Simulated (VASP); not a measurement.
# TiO2 (Pmma) in VASP: single point with PBEsol

Aim: the single point of TiO2 with PBEsol.

All numbers are computed with VASP 6.6.1; they aren't measurements. Logs are shortened: lines on timing, memory, paths and dates and some standing lists are left out, and cuts for length are marked.

## 1. The cell of the first run

The structure is orthorhombic, space group Pmma (No. 51). Conventional cell: a = 3.771 Å, b = 3.771 Å, c = 15.546 Å, α = 90.00°, β = 90.00°, γ = 90.00°. Within 2.6 Å of Ti (site symmetry mm2) lie 5 O at 1.93 to 1.98 Å. Within 2.6 Å of Ti (site symmetry mm2) lie 6 O at 1.93 to 1.98 Å. O (site symmetry mm2) has 3 Ti at 1.93 to 1.98 Å and 2 O at 2.46 Å within 2.6 Å. O (site symmetry mm2) has 2 Ti at 1.93 Å within 2.6 Å. Within 2.6 Å of O (site symmetry mm2) lie 3 Ti at 1.93 to 1.98 Å and 2 O at 2.46 Å. O (site symmetry mm2) has 3 Ti at 1.93 to 1.98 Å and 2 O at 2.46 Å within 2.6 Å.

## 2. Single point, PBEsol

Contents of INCAR:

```
PREC     = Accurate       # precision mode
ENCUT    = 520            # plane-wave cutoff, eV
EDIFF    = 1E-7           # SCF threshold, eV
ISMEAR   = 0              # smearing method
SIGMA    = 0.05           # smearing width, eV
LREAL    = False          # projectors in reciprocal space
LASPH    = True           # aspherical terms in the spheres
NELM     = 80             # most SCF steps
ALGO     = Normal         # electronic algorithm
ISIF     = 2              # what is computed and relaxed
LWAVE    = False          # write WAVECAR
LCHARG   = False          # write CHGCAR
GGA      = PS             # functional
NBANDS   = 60             # bands
LUSENCCL = False
```

Contents of KPOINTS:

```
regular mesh
0
Gamma
  7 7 3
```

Contents of POSCAR:

```
TiO2
1.0
   -3.7706690430      0.0000000000      0.0000000000
    0.0000000000     -3.7706690430      0.0000000000
    0.0000000000      0.0000000000     15.5463353711
Ti O
4 8
Direct
    0.0000000000      0.0000000000      0.5372998363
    0.5000000000      0.5000000000      0.2302713584
    0.5000000000      0.0000000000      0.3837855973
    0.0000000000      0.5000000000      0.0767571195
    0.5000000000      0.5000000000      0.3577616587
    1.0000000000      1.0000000000      0.0507331808
    0.5000000000      0.0000000000      0.5112758977
    1.0000000000      0.5000000000      0.2042474198
    0.5000000000      0.0000000000      0.2562952970
    0.0000000000      0.5000000000      0.5633237749
    0.0000000000      0.0000000000      0.4098095360
    0.5000000000      0.5000000000      0.1027810581
```

Potentials or basis: VASP PAW PBE potentials, release 64 (Ti_sv, O).

Launch:

```bash
$ cat potpaw_PBE.64/Ti_sv/POTCAR potpaw_PBE.64/O/POTCAR > POTCAR
$ mpirun -np 1 vasp_std > vasp.out
```

OUTCAR:

```text
PREC = Accurate
   ENCUT = 520
   EDIFF = 1E-7
   ISMEAR = 0
   LREAL = False
   LASPH = True
   NELM = 80
   ISIF = 2
   GGA = PS

 ion  position               nearest neighbor table
   1  0.000  0.000  0.537-   7 1.93  10 1.93  10 1.93   7 1.93  11 1.98
   2  0.500  0.500  0.230-   9 1.93   9 1.93   8 1.93   8 1.93   5 1.98  12 1.98
   3  0.500  0.000  0.384-   5 1.93   5 1.93  11 1.93  11 1.93   9 1.98   7 1.98
   4  0.000  0.500  0.077-  12 1.93  12 1.93   6 1.93   6 1.93   8 1.98
   5  0.500  0.500  0.358-   3 1.93   3 1.93   2 1.98
   6  0.000  0.000  0.051-   4 1.93   4 1.93
   7  0.500  0.000  0.511-   1 1.93   1 1.93   3 1.98
   8  0.000  0.500  0.204-   2 1.93   2 1.93   4 1.98
   9  0.500  0.000  0.256-   2 1.93   2 1.93   3 1.98
  10  0.000  0.500  0.563-   1 1.93   1 1.93
  11  0.000  0.000  0.410-   3 1.93   3 1.93   1 1.98
  12  0.500  0.500  0.103-   4 1.93   4 1.93   2 1.98

  LATTYP: Found a simple tetragonal cell.
 ALAT       =     3.7706690430
 C/A-ratio  =     4.1229647030

  Lattice vectors:

 A1 = (  -3.7706690430,   0.0000000000,   0.0000000000)
 A2 = (   0.0000000000,  -3.7706690430,   0.0000000000)
 A3 = (   0.0000000000,   0.0000000000,  15.5463353711)

Analysis of symmetry for initial positions (statically):
=====================================================================
 Subroutine PRICEL returns:
 Original cell was already a primitive cell.

 Routine SETGRP: Setting up the symmetry group for a
 simple tetragonal supercell.

 Subroutine GETGRP returns: Found  8 space group operations
 (whereof  4 operations were pure point group operations)
 out of a pool of 16 trial point group operations.

The static configuration has the point symmetry C_2v.
 The point group associated with its full space group is D_2h.

Analysis of symmetry for dynamics (positions and initial velocities):
=====================================================================
 Subroutine PRICEL returns:
 Original cell was already a primitive cell.

 Routine SETGRP: Setting up the symmetry group for a
 simple tetragonal supercell.

 Subroutine GETGRP returns: Found  8 space group operations
 (whereof  4 operations were pure point group operations)
 out of a pool of 16 trial point group operations.

The dynamic configuration has the point symmetry C_2v.
 The point group associated with its full space group is D_2h.
[... 127 lines left out ...]
   POTIM  = 0.5000    time-step for ionic-motion
   TEBEG  =    0.0;   TEEND  =   0.0 temperature during run
   PSTRESS=    0.0 pullay stress
   NELECT =      96.0000    total number of electrons
   NUPDOWN=      -1.0000    fix difference up-down
   EMIN   =  10.00;   EMAX   =-10.00  energy-range for DOS
   EFERMI =   0.00;   METHOD = LEGACY
   ISMEAR =     0;   SIGMA  =   0.05  broadening in eV -4-tet -1-fermi 0-gaus
   EFERMI_NEDOS =   21; number of points for ismear=-14 and -15
   IALGO  =     38    algorithm
   IMIX   =      4    mixing-type and parameters
     AMIX     =   0.40;   BMIX     =  1.00
     AMIX_MAG =   1.60;   BMIX_MAG =  1.00
  volume/ion in A,a.u.               =      18.42       124.30
  Fermi-wavevector in a.u.,A,eV,Ry     =   1.239777  2.342839 20.912799  1.537047
  Thomas-Fermi vector in A             =   2.374246
   LORBIT       =      0    0 simple, 1 ext, 2 COOP (PROOUT), +10 PAW based schemes
   GGA     = PS    functional components
   LHFCALC =     F    Hartree Fock is set to
   AEXX    =    0.0000 exact exchange contribution
   IVDW    =     0    specifies the selected vdW correction
   LEPSILON=     F    determine dielectric tensor
   LRPA    =     F    only Hartree local field effects (RPA)
 non-spin polarized calculation
 Gauss-broadening in eV      SIGMA  =   0.05
  energy-cutoff  :      520.00
  volume of cell :      221.04
 maximum number of plane-waves:      5976
   NGX = 15   NGY = 15   NGZ = 57

 number of electron      95.9999961 magnetization

 Free energy of the ion-electron system (eV)
  ---------------------------------------------------
  ext. energy  EPLUGINS =         0.00000000
  ---------------------------------------------------
  free energy    TOTEN  =      -110.24504666 eV

  energy without entropy =     -110.24504666  energy(sigma->0) =     -110.24504666

 E-fermi :   0.3626     XC(G=0):  -7.5672

 val. band max:        0.0597135358   @ k =   0.4286   0.4286   0.3333
 cond. band min:       1.6906273463   @ k =   0.0000   0.0000   0.3333
 fundamental gap:      1.6309138105
 Fermi energy:         0.3625519998

 k-point     1 :       0.0000    0.0000    0.0000
  band No.  band energies     occupation
      1     -56.6041      2.00000
      2     -56.5734      2.00000
      3     -56.4777      2.00000
      4     -56.4770      2.00000
      5     -33.1618      2.00000
      6     -33.0486      2.00000
[... 1501 lines left out ...]
     59       3.4032      0.00000
     60       3.5001      0.00000

 [... further k-points ...]

------------------------ aborting loop because EDIFF is reached ----------------------------------------

  FORCE on cell =-STRESS in cart. coord.  units (eV):
  Direction    XX          YY          ZZ          XY          YZ          ZX
  --------------------------------------------------------------------------------------
  -------------------------------------------------------------------------------------
  Total        1.2658173    -15.0796825     -2.7621342      0.0000000      0.0000000      0.0000000
  in kB        9.1752256   -109.3044689    -20.0212184      0.0000000      0.0000000      0.0000000
  external PRESSURE =     -40.0501539 kB  Pullay stress =       0.0000000 kB

 VOLUME and BASIS-vectors are now :
 -----------------------------------------------------------------------------
  energy-cutoff  :      520.00
  volume of cell :      221.04
      direct lattice vectors                 reciprocal lattice vectors
    -3.770669043  0.000000000  0.000000000    -0.265204925  0.000000000  0.000000000
     0.000000000 -3.770669043  0.000000000     0.000000000 -0.265204925  0.000000000
     0.000000000  0.000000000 15.546335371     0.000000000  0.000000000  0.064323841

 POSITION                                       TOTAL-FORCE (eV/Angst)
 -----------------------------------------------------------------------------------
      0.00000      0.00000      8.35304         0.000000      0.000000     -1.409797
     -1.88533     -1.88533      3.57988         0.000000      0.000000     -0.171752
     -1.88533      0.00000      5.96646         0.000000      0.000000      0.171752
      0.00000     -1.88533      1.19329         0.000000      0.000000      1.409797
     -1.88533     -1.88533      5.56188         0.000000      0.000000     -0.122495
      0.00000      0.00000      0.78872         0.000000      0.000000     -0.556689
     -1.88533      0.00000      7.94847         0.000000      0.000000      0.154041
      0.00000     -1.88533      3.17530         0.000000      0.000000     -0.596577
     -1.88533      0.00000      3.98445         0.000000      0.000000      0.122495
      0.00000     -1.88533      8.75762         0.000000      0.000000      0.556689
      0.00000      0.00000      6.37104         0.000000      0.000000      0.596577
     -1.88533     -1.88533      1.59787         0.000000      0.000000     -0.154041
 -----------------------------------------------------------------------------------
    total drift:                               -0.000000     -0.000000      0.000250

  FREE ENERGIE OF THE ION-ELECTRON SYSTEM (eV)
  ---------------------------------------------------
  free  energy   TOTEN  =      -110.2450466642 eV

  energy  without entropy=     -110.2450466642  energy(sigma->0) =     -110.24504666
```

Run time: 5.3 min. Hardware: 1 × NVIDIA H100 80GB with 1 thread of AMD EPYC 7R13 (Zen 3), shared host; peak memory 1.6 GiB.

What came out:

```yaml
Free_energy: -110.2450 eV
Pressure: -4.0 GPa
Largest_force: 1.410 eV/Å
Band_gap_on_the_k_mesh: 1.63 eV, indirect (least direct gap 2.07 eV)
```

Forces on the atoms (eV/Å):
```
Ti   0.000  0.000 -1.410
Ti   0.000  0.000 -0.172
Ti   0.000  0.000  0.172
Ti   0.000  0.000  1.410
O    0.000  0.000 -0.122
O    0.000  0.000 -0.557
O    0.000  0.000  0.154
O    0.000  0.000 -0.597
O    0.000  0.000  0.122
O    0.000  0.000  0.557
O    0.000  0.000  0.597
O    0.000  0.000 -0.154
```

Levels at points of the mesh, in eV from the valence-band top:
| k point | band 45 | band 46 | band 47 | band 48 | band 49 | band 50 | band 51 | band 52 |
| --- | --- | --- | --- | --- | --- | --- | --- | --- |
| (0.00, 0.00, 0.00) | -0.83 | -0.68 | -0.47 | -0.44 | 1.63 | 1.92 | 2.21 | 2.31 |

Caveat: the PAW data sets were made with another functional, which shifts forces and pressure a little. As with any semilocal functional, this PBEsol gap is likely too small.
